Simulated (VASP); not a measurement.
# Si3Ag (Pm-3n) in VASP: a series of runs, part 2 of 2

VASP 6.6.1.

**3. Single point, PBE**

This run uses another cell than the first one, of 16.75 Å³/atom.

File INCAR:

```
  PREC = Accurate
  ENCUT = 520
  EDIFF = 1E-6
  ISMEAR = 0
  SIGMA = 0.1
  LREAL = F
  LASPH = T
  NELM = 60
  ALGO = Fast
  ISIF = 2
  LWAVE = F
  LCHARG = F
  GGA = PE
  NBANDS = 33
```

File KPOINTS:

```
regular mesh
0
Gamma
  8 8 8
```

File POSCAR:

```
Si3Ag
1.0
    5.1170526434      0.0000000000      0.0000000000
    0.0000000000      5.1170526434      0.0000000000
    0.0000000000      0.0000000000      5.1170526434
Si Ag
6 2
Direct
    0.2500000000      0.0000000000      0.5000000000
    0.5000000000      0.7500000000      0.0000000000
    0.7500000000      0.0000000000      0.5000000000
    0.5000000000      0.2500000000      0.0000000000
    0.0000000000      0.5000000000      0.7500000000
    0.0000000000      0.5000000000      0.2500000000
    0.0000000000      0.0000000000      0.0000000000
    0.5000000000      0.5000000000      0.5000000000
```

Potentials or basis: VASP PAW PBE potentials, release 64 (Si, Ag).

On the command line:

```bash
cat potpaw_PBE.64/Si/POTCAR potpaw_PBE.64/Ag/POTCAR > POTCAR
mpirun -np 1 vasp_std > vasp.out
```

OUTCAR:

```text
PREC = Accurate
   ENCUT = 520
   EDIFF = 1E-6
   ISMEAR = 0
   LREAL = F
   LASPH = T
   NELM = 60
   ISIF = 2
   GGA = PE

 ion  position               nearest neighbor table
   1  0.250  0.000  0.500-   3 2.56   3 2.56   8 2.86   7 2.86   8 2.86   7 2.86   4 3.13   2 3.13
                             4 3.13   5 3.13   5 3.13   6 3.13   6 3.13   2 3.13
   2  0.500  0.750  0.000-   4 2.56   4 2.56   8 2.86   8 2.86   7 2.86   7 2.86   1 3.13   1 3.13
                             3 3.13   5 3.13   6 3.13   5 3.13   6 3.13   3 3.13
   3  0.750  0.000  0.500-   1 2.56   1 2.56   8 2.86   7 2.86   8 2.86   7 2.86   4 3.13   2 3.13
                             4 3.13   5 3.13   5 3.13   6 3.13   6 3.13   2 3.13
   4  0.500  0.250  0.000-   2 2.56   2 2.56   8 2.86   8 2.86   7 2.86   7 2.86   3 3.13   1 3.13
                             3 3.13   5 3.13   6 3.13   5 3.13   6 3.13   1 3.13
   5  0.000  0.500  0.750-   6 2.56   6 2.56   8 2.86   7 2.86   7 2.86   8 2.86   3 3.13   4 3.13
                             1 3.13   3 3.13   1 3.13   2 3.13   4 3.13   2 3.13
   6  0.000  0.500  0.250-   5 2.56   5 2.56   8 2.86   7 2.86   7 2.86   8 2.86   3 3.13   4 3.13
                             1 3.13   3 3.13   1 3.13   2 3.13   4 3.13   2 3.13
   7  0.000  0.000  0.000-   1 2.86   2 2.86   3 2.86   4 2.86   5 2.86   6 2.86   1 2.86   3 2.86
                             5 2.86   6 2.86   2 2.86   4 2.86
   8  0.500  0.500  0.500-   1 2.86   2 2.86   3 2.86   4 2.86   5 2.86   6 2.86   2 2.86   4 2.86
                             1 2.86   3 2.86   5 2.86   6 2.86

  LATTYP: Found a simple cubic cell.
 ALAT       =     5.1170526434

  Lattice vectors:

 A1 = (   5.1170526434,   0.0000000000,   0.0000000000)
 A2 = (   0.0000000000,   5.1170526434,   0.0000000000)
 A3 = (   0.0000000000,   0.0000000000,   5.1170526434)

Analysis of symmetry for initial positions (statically):
=====================================================================
 Subroutine PRICEL returns:
 Original cell was already a primitive cell.

 Routine SETGRP: Setting up the symmetry group for a
 simple cubic supercell.

 Subroutine GETGRP returns: Found 48 space group operations
 (whereof 24 operations were pure point group operations)
 out of a pool of 48 trial point group operations.

The static configuration has the point symmetry T_h .
 The point group associated with its full space group is O_h .

Analysis of symmetry for dynamics (positions and initial velocities):
=====================================================================
 Subroutine PRICEL returns:
 Original cell was already a primitive cell.

 Routine SETGRP: Setting up the symmetry group for a
 simple cubic supercell.

 Subroutine GETGRP returns: Found 48 space group operations
 (whereof 24 operations were pure point group operations)
 out of a pool of 48 trial point group operations.

The dynamic configuration has the point symmetry T_h .
 The point group associated with its full space group is O_h .

 Subroutine INISYM returns: Found 48 space group operations
 (whereof 24 operations are pure point group operations),
 and found     1 'primitive' translations

----------------------------------------------------------------------------------------

                                     Primitive cell

  volume of cell :     133.9861

  direct lattice vectors                    reciprocal lattice vectors
     5.117052643  0.000000000  0.000000000     0.195424997  0.000000000  0.000000000
     0.000000000  5.117052643  0.000000000     0.000000000  0.195424997  0.000000000
     0.000000000  0.000000000  5.117052643     0.000000000  0.000000000  0.195424997
[... 77 lines left out ...]
 [... further k-points ...]
   k-points           NKPTS =     35   k-points in BZ     NKDIM =     35   number of bands    NBANDS=     33
   number of dos      NEDOS =    301   number of ions     NIONS =      8
   total plane-waves  NPLWV =  64000
   dimension x,y,z NGX =    40 NGY =   40 NGZ =   40
   dimension x,y,z NGXF=    80 NGYF=   80 NGZF=   80
   ions per type =               6   2
   NGX,Y,Z   is equivalent  to a cutoff of  13.00, 13.00, 13.00 a.u.
   NGXF,Y,Z  is equivalent  to a cutoff of  25.99, 25.99, 25.99 a.u.
 SYSTEM =  unknown system
   PREC   = accura    normal or accurate (medium, high low for compatibility)
   ISTART =      0    job   : 0-new  1-cont  2-samecut
   ICHARG =      2    charge: 1-file 2-atom 10-const
   ISPIN  =      1    spin polarized calculation?
   LNONCOLLINEAR =      F non collinear calculations
   LSORBIT =      F    spin-orbit coupling
   LASPH  =      T    aspherical Exc in radial PAW
   ENCUT  =  520.0 eV  38.22 Ry    6.18 a.u.   9.51  9.51  9.51*2*pi/ulx,y,z
   NELM   =     60;   NELMIN=  2; NELMDL= -5     # of ELM steps
   EDIFF  = 0.1E-05   stopping-criterion for ELM
   LREAL  =      F    real-space projection
   EDIFFG = 0.1E-04   stopping-criterion for IOM
   NSW    =      0    number of steps for IOM
   IBRION =     -1    ionic relax: 0-MD 1-quasi-New 2-CG
   NFREE  =      0    steps in history (QN), initial steepest desc. (CG)
   ISIF   =      2    stress and relaxation
   ISYM   =      2    0-nonsym 1-usesym 2-fastsym
   POTIM  = 0.5000    time-step for ionic-motion
   TEBEG  =    0.0;   TEEND  =   0.0 temperature during run
   PSTRESS=    0.0 pullay stress
   NELECT =      46.0000    total number of electrons
   NUPDOWN=      -1.0000    fix difference up-down
   EMIN   =  10.00;   EMAX   =-10.00  energy-range for DOS
   EFERMI =   0.00;   METHOD = LEGACY
   ISMEAR =     0;   SIGMA  =   0.10  broadening in eV -4-tet -1-fermi 0-gaus
   EFERMI_NEDOS =   21; number of points for ismear=-14 and -15
   IALGO  =     68    algorithm
   IMIX   =      4    mixing-type and parameters
     AMIX     =   0.40;   BMIX     =  1.00
     AMIX_MAG =   1.60;   BMIX_MAG =  1.00
  volume/ion in A,a.u.               =      16.75       113.02
  Fermi-wavevector in a.u.,A,eV,Ry     =   1.146324  2.166239 17.878868  1.314060
  Thomas-Fermi vector in A             =   2.283009
   LORBIT       =      0    0 simple, 1 ext, 2 COOP (PROOUT), +10 PAW based schemes
   GGA     = PE    functional components
   LHFCALC =     F    Hartree Fock is set to
   AEXX    =    0.0000 exact exchange contribution
   IVDW    =     0    specifies the selected vdW correction
   LEPSILON=     F    determine dielectric tensor
   LRPA    =     F    only Hartree local field effects (RPA)
 non-spin polarized calculation
 RMM-DIIS sequential band-by-band and
 Gauss-broadening in eV      SIGMA  =   0.10
  energy-cutoff  :      520.00
  volume of cell :      133.99
 maximum number of plane-waves:      3695
 NGX is ok and might be reduce to    40
   NGX = 19   NGY = 19   NGZ = 19

 number of electron      45.9999991 magnetization

 Free energy of the ion-electron system (eV)
  ---------------------------------------------------
  ext. energy  EPLUGINS =         0.00000000
  ---------------------------------------------------
  free energy    TOTEN  =       -33.11551487 eV

  energy without entropy =      -33.09281976  energy(sigma->0) =      -33.10416731

 E-fermi :   8.6272     XC(G=0): -11.0331

 val. band max:        8.6109456983   @ k =   0.1250   0.0000   0.0000
 cond. band min:       8.6350623112   @ k =   0.5000   0.2500   0.1250
 fundamental gap:      0.0241166128
 Fermi energy:         8.6272160623

 k-point     1 :       0.0000    0.0000    0.0000
  band No.  band energies     occupation
      1      -3.8568      2.00000
      2      -0.3295      2.00000
      3      -0.3295      2.00000
      4       2.2521      2.00000
      5       2.2521      2.00000
      6       2.2521      2.00000
[... 853 lines left out ...]
     32      12.5076      0.00000
     33      13.4229      0.00000

 [... further k-points ...]
[... 5 lines left out ...]
  --------------------------------------------------------------------------------------
  -------------------------------------------------------------------------------------
  Total       -0.0342450     -0.0342450     -0.0342450      0.0000000     -0.0000000     -0.0000000
  in kB       -0.4094950     -0.4094950     -0.4094950      0.0000000     -0.0000000     -0.0000000
  external PRESSURE =      -0.4094950 kB  Pullay stress =       0.0000000 kB

 VOLUME and BASIS-vectors are now :
 -----------------------------------------------------------------------------
  energy-cutoff  :      520.00
  volume of cell :      133.99
      direct lattice vectors                 reciprocal lattice vectors
     5.117052643  0.000000000  0.000000000     0.195424997  0.000000000  0.000000000
     0.000000000  5.117052643  0.000000000     0.000000000  0.195424997  0.000000000
     0.000000000  0.000000000  5.117052643     0.000000000  0.000000000  0.195424997

 POSITION                                       TOTAL-FORCE (eV/Angst)
 -----------------------------------------------------------------------------------
      1.27926      0.00000      2.55853         0.000000     -0.000000     -0.000000
      2.55853      3.83779      0.00000        -0.000000      0.000000     -0.000000
      3.83779      0.00000      2.55853        -0.000000      0.000000      0.000000
      2.55853      1.27926      0.00000         0.000000     -0.000000      0.000000
      0.00000      2.55853      3.83779        -0.000000     -0.000000      0.000000
      0.00000      2.55853      1.27926         0.000000      0.000000     -0.000000
      0.00000      0.00000      0.00000        -0.000000     -0.000000     -0.000000
      2.55853      2.55853      2.55853        -0.000000     -0.000000     -0.000000
 -----------------------------------------------------------------------------------
    total drift:                               -0.000000      0.000000     -0.000000

  FREE ENERGIE OF THE ION-ELECTRON SYSTEM (eV)
  ---------------------------------------------------
  free  energy   TOTEN  =       -33.1155148683 eV

  energy  without entropy=      -33.0928197608  energy(sigma->0) =      -33.10416731
```

Wall time 4.5 min (1 thread of Oxide Virtual Turin-like, shared host); peak memory 0.27 GiB.

Results:

```
Free energy            : -33.1155 eV
Pressure               : 0.0 GPa
Band gap on the k mesh : zero (bands 23 and 24 overlap by 2.37 eV)
```

Levels at points of the mesh, in eV from the Fermi level:
| k point | band 21 | band 22 | band 23 | band 24 | band 25 | band 26 |
| --- | --- | --- | --- | --- | --- | --- |
| (0.00, 0.00, 0.00) | -2.27 | -2.27 | -0.06 | -0.06 | -0.06 | 0.96 |
| (0.50, 0.00, 0.00) | -0.13 | -0.13 | 0.16 | 0.16 | 0.85 | 0.85 |
| (0.50, 0.50, 0.00) | -2.14 | -1.78 | 0.34 | 0.94 | 1.48 | 1.48 |
| (0.50, 0.50, 0.50) | 1.41 | 1.41 | 1.41 | 1.41 | 2.07 | 2.07 |

**4. Relaxation of cell and atoms, PBE**

File INCAR:

```
SYSTEM = Si3Ag
PREC     = Accurate       ! precision mode
ENCUT    = 600            ! plane-wave cutoff, eV
EDIFF    = 1E-7           ! SCF threshold, eV
ISMEAR   = 0              ! smearing method
SIGMA    = 0.1            ! smearing width, eV
LREAL    = .False.        ! projectors in reciprocal space
LASPH    = .True.         ! aspherical terms in the spheres
NELM     = 60             ! most SCF steps
ALGO     = Fast           ! electronic algorithm
ISIF     = 3              ! what is computed and relaxed
LWAVE    = .False.        ! write WAVECAR
LCHARG   = .False.        ! write CHGCAR
GGA      = PE             ! functional
IBRION   = 2              ! ionic algorithm
NSW      = 100            ! ionic steps
EDIFFG   = -0.01          ! ionic threshold
```

File KPOINTS:

```
regular mesh
0
Gamma
  8 8 8
  0 0 0
```

POSCAR, as its differences from that of step 3:

```diff
@@ -2,5 +2,5 @@
 1.0
-    5.1170526434      0.0000000000      0.0000000000
-    0.0000000000      5.1170526434      0.0000000000
-    0.0000000000      0.0000000000      5.1170526434
+    5.1414632700      0.0000000000      0.0000000000
+    0.0000000000      5.1414632700      0.0000000000
+    0.0000000000      0.0000000000      5.1414632700
 Si Ag
```

On the command line:

```bash
cat potpaw_PBE.64/Si/POTCAR potpaw_PBE.64/Ag/POTCAR > POTCAR
mpirun -np 1 vasp_std > vasp.out
```

It took 15 min on 1 thread of Oxide Virtual Turin-like, shared host; peak memory 0.32 GiB.

Results (log left out):

```
Free energy                           : -33.1162 eV
Relaxed volume                        : 16.74 Å³/atom
Relaxed cell                          : a = 5.116 Å, b = 5.116 Å, c = 5.116 Å, α = 90.00°, β = 90.00°, γ = 90.00°
Space group after relaxing (to 0.1 Å) : Pm-3n (No. 223)
Energy gained by relaxing             : 0.9 meV/atom
Ionic steps                           : 3
Pressure after relaxing               : 0.0 GPa
Band gap on the k mesh                : zero (bands 23 and 24 overlap by 2.37 eV)
```

Step by step:
```
step  energy change (eV)  largest force (eV/Å)  pressure (GPa)  volume (Å³)
   1              0.0000                0.0000           -1.14       135.91
   2             -0.0071                0.0000            0.20       133.55
   3             -0.0073                0.0000            0.00       133.89
```

Final structure:
```
CELL_PARAMETERS angstrom
5.11577 0.00000 0.00000
0.00000 5.11577 0.00000
0.00000 0.00000 5.11577
ATOMIC_POSITIONS crystal
Si 0.25000 0.00000 0.50000
Si 0.50000 0.75000 0.00000
Si 0.75000 0.00000 0.50000
Si 0.50000 0.25000 0.00000
Si 0.00000 0.50000 0.75000
Si 0.00000 0.50000 0.25000
Ag 0.00000 0.00000 0.00000
Ag 0.50000 0.50000 0.50000
```

Levels at points of the mesh, in eV from the Fermi level:
```
           k point  band 20  band 21  band 22  band 23  band 24  band 25  band 26  band 27
(0.00, 0.00, 0.00)    -2.27    -2.27    -2.27    -0.06    -0.06    -0.06     0.96     0.96
(0.50, 0.00, 0.00)    -3.62    -0.13    -0.13     0.16     0.16     0.85     0.85     1.43
(0.50, 0.50, 0.00)    -2.14    -2.14    -1.78     0.34     0.94     1.48     1.48     1.70
(0.50, 0.50, 0.50)     1.42     1.42     1.42     1.42     1.42     2.07     2.07     2.07
```

**5. Summary**

| task | cell | k mesh | cutoff (eV) | gap on the mesh (eV) | pressure (GPa) |
| --- | --- | --- | --- | --- | --- |
| single point | a = 5.141 Å, 8 atoms | 4 × 4 × 4 | 520 | none | -0.8 |
| single point | a = 5.117 Å, 8 atoms | 8 × 8 × 8 | 520 | none | 0.0 |
| relaxation of cell and atoms | relaxed from a = 5.141 Å, 8 atoms | 8 × 8 × 8 | 600 | none | 0.0 |

Alike in all rows: level PBE; potentials or basis VASP PAW PBE potentials, release 64 (Si, Ag); no spin polarisation; smearing gaussian 0.1 eV.

Absolute energies hang on the potentials; compare differences alone.

The gap in the log of VASP goes by the Fermi energy; the results here count the filled bands.